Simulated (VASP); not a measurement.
Input of a VASP 6.6.1 run:

The input INCAR:

```
SYSTEM = W
PREC     = Accurate       ! precision mode
ENCUT    = 520            ! plane-wave cutoff, eV
EDIFF    = 1E-6           ! SCF threshold, eV
ISMEAR   = -1             ! smearing method
SIGMA    = 0.06122561905347299 ! smearing width, eV
LREAL    = .False.        ! projectors in reciprocal space
LASPH    = .True.         ! aspherical terms in the spheres
NELM     = 80             ! most SCF steps
ALGO     = Normal         ! electronic algorithm
ISIF     = 2              ! what is computed and relaxed
LWAVE    = .False.        ! write WAVECAR
LCHARG   = .True.         ! write CHGCAR
GGA      = PE             ! functional
LELF     = .True.         ! ELF
LVHAR    = .True.       
NBANDS   = 13             ! bands
```

Contents of KPOINTS:

```
regular mesh
0
Gamma
  41 41 41
  0 0 0
```

The input POSCAR:

```
W
1.0
    2.6594869457      0.0000000000      0.0000000000
    0.0000000000      2.6594869457      0.0000000000
    0.0000000000      0.0000000000      2.6594869457
W
1
Direct
    0.0000000000      0.0000000000      0.0000000000
```

Potentials or basis: VASP PAW PBE potentials, release 64 (W_sv).

The run is started by

```console
$ cat potpaw_PBE.64/W_sv/POTCAR > POTCAR
$ mpirun -np 1 vasp_std > vasp.out
```

Question: Predict the band gap on the k mesh.

Answer: Zero (bands 7 and 8 overlap by 2.88 eV).

Question: Predict the pressure.

Answer: -4.4 GPa.

Caveat: the cell stands under tension; spin-orbit coupling is left out, which moves the levels of the heavy elements.
